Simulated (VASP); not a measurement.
# Ge in VASP: single point with PBE+D3(BJ)

Aim: the single point of Ge with PBE+D3(BJ).

Everything below comes from runs of VASP 6.6.1. Logs are shortened: lines on timing, memory, paths and dates and some standing lists are left out, and cuts for length are marked.

## Step 1: The cell of the first run

The cell holds a slab with vacuum, 4 atoms: a = 4.023 Å, b = 4.023 Å, c = 18.869 Å, α = 90.00°, β = 90.00°, γ = 120.00°.

## Step 2: Single point, PBE+D3(BJ) (layers slid over each other)

Contents of INCAR:

```
  ALGO = Normal
  DIPOL = 0.5 0.5 0.377
  EDIFF = 1E-6
  ENCUT = 520
  GGA = PE
  IDIPOL = 3
  ISIF = 2
  ISMEAR = 0
  IVDW = 12
  LASPH = T
  LCHARG = F
  LDIPOL = T
  LREAL = F
  LWAVE = F
  NBANDS = 36
  NELM = 80
  PREC = Accurate
  SIGMA = 0.1
```

Contents of KPOINTS:

```
k-points
0
Gamma
  9 9 1
```

Contents of POSCAR:

```
Ge
1.0
    4.0226895311      0.0000000000      0.0000000000
   -2.0113447656      3.4837513255      0.0000000000
    0.0000000000      0.0000000000     18.8685220517
Ge
4
Direct
    0.3333333333      0.6666666667      0.2747571332
    0.6666666667      0.3333333333      0.2384924472
    0.7777777778      0.7777777778      0.5150653573
    0.4444444444      1.1111111111      0.4788006714
```

Potentials or basis: VASP PAW PBE potentials, release 64 (Ge_d).

Run with:

```sh
$ cat potpaw_PBE.64/Ge_d/POTCAR > POTCAR
$ mpirun -np 1 vasp_std > vasp.out
```

OUTCAR:

```text
EDIFF = 1E-6
   ENCUT = 520
   GGA = PE
   ISIF = 2
   ISMEAR = 0
   IVDW = 12
   LASPH = T
   LREAL = F
   NELM = 80
   PREC = Accurate
 IVDW          = 12

 ion  position               nearest neighbor table
   1  0.333  0.667  0.275-   2 2.42   2 2.42   2 2.42
   2  0.667  0.333  0.238-   1 2.42   1 2.42   1 2.42
   3  0.778  0.778  0.515-   4 2.42   4 2.42   4 2.42
   4  0.444  0.111  0.479-   3 2.42   3 2.42   3 2.42

  LATTYP: Found a hexagonal cell.
 ALAT       =     4.0226895311
 C/A-ratio  =     4.6905240650

  Lattice vectors:

 A1 = (   4.0226895311,   0.0000000000,   0.0000000000)
 A2 = (  -2.0113447656,   3.4837513255,   0.0000000000)
 A3 = (   0.0000000000,   0.0000000000,  18.8685220517)

Analysis of symmetry for initial positions (statically):
=====================================================================
 Subroutine PRICEL returns:
 Original cell was already a primitive cell.

 Routine SETGRP: Setting up the symmetry group for a
 hexagonal supercell.

 Subroutine GETGRP returns: Found  1 space group operations
 (whereof  1 operations were pure point group operations)
 out of a pool of 24 trial point group operations.

The static configuration has the point symmetry C_1 .

Analysis of symmetry for dynamics (positions and initial velocities):
=====================================================================
 Subroutine PRICEL returns:
 Original cell was already a primitive cell.

 Routine SETGRP: Setting up the symmetry group for a
 hexagonal supercell.

 Subroutine GETGRP returns: Found  1 space group operations
 (whereof  1 operations were pure point group operations)
 out of a pool of 24 trial point group operations.

The dynamic configuration has the point symmetry C_1 .

 Subroutine INISYM returns: Found  1 space group operations
 (whereof  1 operations are pure point group operations),
 and found     1 'primitive' translations

----------------------------------------------------------------------------------------

                                     Primitive cell

  volume of cell :     264.4244

  direct lattice vectors                    reciprocal lattice vectors
     4.022689531  0.000000000  0.000000000     0.248589903  0.143523447  0.000000000
    -2.011344766  3.483751326  0.000000000     0.000000000  0.287046895  0.000000000
     0.000000000  0.000000000 18.868522052     0.000000000  0.000000000  0.052998322

  length of vectors
     4.022689531  4.022689531 18.868522052     0.287046895  0.287046895  0.052998322

  position of ions in fractional coordinates (direct lattice)
     0.333333333  0.666666667  0.274757133
     0.666666667  0.333333333  0.238492447
     0.777777778  0.777777778  0.515065357
     0.444444444  0.111111111  0.478800671

  ion indices of the primitive-cell ions
   primitive index   ion index
                 1           1
                 2           2
                 3           3
                 4           4

----------------------------------------------------------------------------------------

 KPOINTS: k-points

Automatic generation of k-mesh.
 Grid dimensions read from file:
 generate k-points for:    9    9    1

 Generating k-lattice:

  Cartesian coordinates                     Fractional coordinates (reciprocal lattice)
     0.027621100  0.015947050  0.000000000     0.111111111 -0.000000000  0.000000000
     0.000000000  0.031894099  0.000000000     0.000000000  0.111111111  0.000000000
     0.000000000  0.000000000  0.052998322     0.000000000  0.000000000  1.000000000

  Length of vectors
     0.031894099  0.031894099  0.052998322

  Shift w.r.t. Gamma in fractional coordinates (k-lattice)
     0.000000000  0.000000000  0.000000000

 Subroutine IBZKPT returns following result:
 ===========================================

 Found     41 irreducible k-points:

 Following reciprocal coordinates:
            Coordinates               Weight
  0.000000  0.000000  0.000000      1.000000
  0.111111  0.000000  0.000000      2.000000
  0.000000  0.111111  0.000000      2.000000
 -0.111111  0.111111  0.000000      2.000000
  0.222222 -0.000000  0.000000      2.000000
  0.000000  0.222222  0.000000      2.000000
[... 16 lines left out ...]
  0.333333  0.111111  0.000000      2.000000
 -0.111111  0.444444  0.000000      2.000000
 [... further k-points ...]
   k-points           NKPTS =     41   k-points in BZ     NKDIM =     41   number of bands    NBANDS=     36
   number of dos      NEDOS =    301   number of ions     NIONS =      4
   total plane-waves  NPLWV = 126000
   dimension x,y,z NGX =    30 NGY =   30 NGZ =  140
   dimension x,y,z NGXF=    60 NGYF=   60 NGZF=  280
   ions per type =               4
   NGX,Y,Z   is equivalent  to a cutoff of  12.40, 12.40, 12.34 a.u.
   NGXF,Y,Z  is equivalent  to a cutoff of  24.80, 24.80, 24.67 a.u.
 SYSTEM =  unknown system
   PREC   = accura    normal or accurate (medium, high low for compatibility)
   ISTART =      0    job   : 0-new  1-cont  2-samecut
   ICHARG =      2    charge: 1-file 2-atom 10-const
   ISPIN  =      1    spin polarized calculation?
   LNONCOLLINEAR =      F non collinear calculations
   LSORBIT =      F    spin-orbit coupling
   LASPH  =      T    aspherical Exc in radial PAW
   ENCUT  =  520.0 eV  38.22 Ry    6.18 a.u.   7.48  7.48 35.08*2*pi/ulx,y,z
   NELM   =     80;   NELMIN=  2; NELMDL= -5     # of ELM steps
   EDIFF  = 0.1E-05   stopping-criterion for ELM
   LREAL  =      F    real-space projection
   EDIFFG = 0.1E-04   stopping-criterion for IOM
   NSW    =      0    number of steps for IOM
   IBRION =     -1    ionic relax: 0-MD 1-quasi-New 2-CG
   NFREE  =      0    steps in history (QN), initial steepest desc. (CG)
   ISIF   =      2    stress and relaxation
   ISYM   =      2    0-nonsym 1-usesym 2-fastsym
   POTIM  = 0.5000    time-step for ionic-motion
   TEBEG  =    0.0;   TEEND  =   0.0 temperature during run
   PSTRESS=    0.0 pullay stress
   NELECT =      56.0000    total number of electrons
   NUPDOWN=      -1.0000    fix difference up-down
   EMIN   =  10.00;   EMAX   =-10.00  energy-range for DOS
   EFERMI =   0.00;   METHOD = LEGACY
   ISMEAR =     0;   SIGMA  =   0.10  broadening in eV -4-tet -1-fermi 0-gaus
   EFERMI_NEDOS =   21; number of points for ismear=-14 and -15
   IALGO  =     38    algorithm
   IMIX   =      4    mixing-type and parameters
     AMIX     =   0.40;   BMIX     =  1.00
     AMIX_MAG =   1.60;   BMIX_MAG =  1.00
  volume/ion in A,a.u.               =      66.11       446.11
  Fermi-wavevector in a.u.,A,eV,Ry     =   0.975821  1.844035 12.955840  0.952227
  Thomas-Fermi vector in A             =   2.106391
   LORBIT       =      0    0 simple, 1 ext, 2 COOP (PROOUT), +10 PAW based schemes
   GGA     = PE    functional components
   LHFCALC =     F    Hartree Fock is set to
   AEXX    =    0.0000 exact exchange contribution
   IVDW    =    12    specifies the selected vdW correction
   LEPSILON=     F    determine dielectric tensor
   LRPA    =     F    only Hartree local field effects (RPA)
 non-spin polarized calculation
 Gauss-broadening in eV      SIGMA  =   0.10
  energy-cutoff  :      520.00
  volume of cell :      264.42
 maximum number of plane-waves:      7165
 NGX is ok and might be reduce to    30
   NGX = 15   NGY = 15   NGZ = 71

 dipolmoment           0.000000      0.000000     -0.000004 electrons x Angstroem

 number of electron      55.9999992 magnetization

 dipolmoment           0.000000      0.000000      0.003608 electrons x Angstroem

 Free energy of the ion-electron system (eV)
  ---------------------------------------------------
  ext. energy  EPLUGINS =         0.00000000
  ---------------------------------------------------
  free energy    TOTEN  =       -16.20348850 eV

  energy without entropy =      -16.20307353  energy(sigma->0) =      -16.20328102

 E-fermi :  -1.3626     XC(G=0):  -4.4117

 val. band max:       -1.5005696456   @ k =   0.3333   0.3333   0.0000
 cond. band min:      -1.2245798015   @ k =   0.3333   0.3333   0.0000
 fundamental gap:      0.2759898442
 Fermi energy:        -1.3625740154

 k-point     1 :       0.0000    0.0000    0.0000
  band No.  band energies     occupation
      1     -25.8751      2.00000
      2     -25.8750      2.00000
      3     -25.8389      2.00000
      4     -25.8386      2.00000
      5     -25.8248      2.00000
      6     -25.8246      2.00000
[... 28 lines left out ...]
     35       2.5875      0.00000
     36       2.6156      0.00000

 k-point     2 :       0.1111    0.0000    0.0000
  band No.  band energies     occupation
      1     -25.8815      2.00000
      2     -25.8798      2.00000
      3     -25.8451      2.00000
      4     -25.8435      2.00000
      5     -25.8366      2.00000
      6     -25.8180      2.00000
[... 28 lines left out ...]
     35       3.0025      0.00000
     36       3.1070      0.00000

 k-point     3 :       0.0000    0.1111    0.0000
  band No.  band energies     occupation
      1     -25.8815      2.00000
      2     -25.8798      2.00000
      3     -25.8453      2.00000
      4     -25.8433      2.00000
      5     -25.8367      2.00000
      6     -25.8179      2.00000
[... 28 lines left out ...]
     35       3.0394      0.00000
     36       3.1112      0.00000

 k-point     4 :      -0.1111    0.1111    0.0000
  band No.  band energies     occupation
      1     -25.8816      2.00000
      2     -25.8797      2.00000
      3     -25.8452      2.00000
      4     -25.8433      2.00000
      5     -25.8367      2.00000
      6     -25.8178      2.00000
[... 28 lines left out ...]
     35       3.0460      0.00000
     36       3.0899      0.00000

 k-point     5 :       0.2222   -0.0000    0.0000
  band No.  band energies     occupation
      1     -25.8911      2.00000
      2     -25.8876      2.00000
      3     -25.8546      2.00000
      4     -25.8513      2.00000
      5     -25.8493      2.00000
      6     -25.8134      2.00000
[... 655 lines left out ...]
 k-point    22 :       0.3333   -0.1111    0.0000
  band No.  band energies     occupation
      1     -25.8973      2.00000
      2     -25.8905      2.00000
      3     -25.8609      2.00000
      4     -25.8577      2.00000
      5     -25.8540      2.00000
      6     -25.8215      2.00000
[... 28 lines left out ...]
     35       3.8774      0.00000
     36       4.0799      0.00000

 k-point    23 :       0.3333    0.1111    0.0000
  band No.  band energies     occupation
      1     -25.9030      2.00000
      2     -25.8890      2.00000
      3     -25.8704      2.00000
      4     -25.8664      2.00000
      5     -25.8528      2.00000
      6     -25.8341      2.00000
[... 28 lines left out ...]
     35       4.5572      0.00000
     36       4.7813      0.00000

 k-point    24 :      -0.1111    0.4444    0.0000
  band No.  band energies     occupation
      1     -25.9029      2.00000
      2     -25.8891      2.00000
      3     -25.8704      2.00000
      4     -25.8663      2.00000
      5     -25.8530      2.00000
      6     -25.8342      2.00000
[... 28 lines left out ...]
     35       4.5446      0.00000
     36       4.8884      0.00000

 [... further k-points ...]

------------------------ aborting loop because EDIFF is reached ----------------------------------------

 vacuum level on the upper side and lower side of the slab       (xc-potential included)        -0.162        -0.207

 Edisp (eV)   -0.80544

 E8    (eV) :    -0.3699

  FORCE on cell =-STRESS in cart. coord.  units (eV):
  Direction    XX          YY          ZZ          XY          YZ          ZX
  --------------------------------------------------------------------------------------
  -------------------------------------------------------------------------------------
  Total      -0.21479    -0.17890    -0.82227    -0.01327    -0.00072     0.00096
  in kB      -1.30146    -1.08398    -4.98221    -0.08041    -0.00434     0.00581
  external pressure =       -2.46 kB  Pullay stress =        0.00 kB

 VOLUME and BASIS-vectors are now :
 -----------------------------------------------------------------------------
  energy-cutoff  :      520.00
  volume of cell :      264.42
      direct lattice vectors                 reciprocal lattice vectors
     4.022689531  0.000000000  0.000000000     0.248589903  0.143523447  0.000000000
    -2.011344766  3.483751326  0.000000000     0.000000000  0.287046895  0.000000000
     0.000000000  0.000000000 18.868522052     0.000000000  0.000000000  0.052998322

 POSITION                                       TOTAL-FORCE (eV/Angst)
 -----------------------------------------------------------------------------------
     -0.00000      2.32250      5.18426        -0.002453      0.000388      0.165716
      2.01134      1.16125      4.50000         0.001542      0.000342      0.026185
      1.56438      2.70958      9.71852        -0.001633      0.004492     -0.011942
      1.56438      0.38708      9.03426         0.002544     -0.005222     -0.179958
 -----------------------------------------------------------------------------------
    total drift:                                0.000288      0.000538     -0.000199

  FREE ENERGIE OF THE ION-ELECTRON SYSTEM (eV)
  ---------------------------------------------------
  free  energy   TOTEN  =       -17.0089237903 eV

  energy  without entropy=      -17.0085088223  energy(sigma->0) =      -17.00871631

 vacuum level on the upper side and lower side of the slab         3.002         2.956
```

Run time: 6.1 min. Hardware: 1 thread of Intel Xeon Platinum 8488C (Sapphire Rapids), shared host; peak memory 0.53 GiB.

Results:

- Free energy: -17.0089 eV
- Largest force: 0.180 eV/Å
- Band gap on the k mesh: 0.28 eV
- Dispersion energy per atom: -0.201 eV

Forces on the atoms (eV/Å):
```
Ge  -0.002  0.000  0.166
Ge   0.002  0.000  0.026
Ge  -0.002  0.004 -0.012
Ge   0.003 -0.005 -0.180
```

Caveat: the cell differs from its parent crystal (layers slid over each other).
